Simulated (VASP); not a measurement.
Input of a VASP 6.6.1 run:

File INCAR:

```
SYSTEM = BaS
PREC = Accurate
ENCUT = 520
EDIFF = 1E-8
ISMEAR = -1
SIGMA = 0.02
LREAL = .False.
LASPH = .True.
NELM = 60
ALGO = Normal
ISIF = 2
LWAVE = .False.
LCHARG = .False.
GGA = PS
LEFG = .True.
NBANDS = 15
```

The input KPOINTS:

```
regular mesh
0
Gamma
  8 8 8
  0 0 0
```

File POSCAR:

```
BaS
1.0
    0.0000000000      3.1937500000      3.1298750000
    3.1937500000      0.0000000000      3.1298750000
    3.1937500000      3.1937500000      0.0000000000
Ba S
1 1
Direct
    0.0000000000      0.0000000000      0.0000000000
    0.5000000000      0.5000000000      0.5000000000
```

Potentials or basis: VASP PAW PBE potentials, release 64 (Ba_sv, S).

The run is started by

```console
$ cat potpaw_PBE.64/Ba_sv/POTCAR potpaw_PBE.64/S/POTCAR > POTCAR
$ mpirun -np 1 vasp_std > vasp.out
```

(1) What does it give for the pressure?

(2) Predict the band gap on the k mesh.

## Answers

(1) 0.4 GPa.

(2) 1.88 eV (least direct gap 2.02 eV).

Caveat: the cell differs from its parent crystal (zz strain of -2 %); without QUAD_EFG the Cq values of the log hold for a quadrupole moment of 1 mb, not for the nuclei; the PAW data sets were made with another functional, which shifts forces and pressure a little; spin-orbit coupling is left out, which moves the levels of the heavy elements.
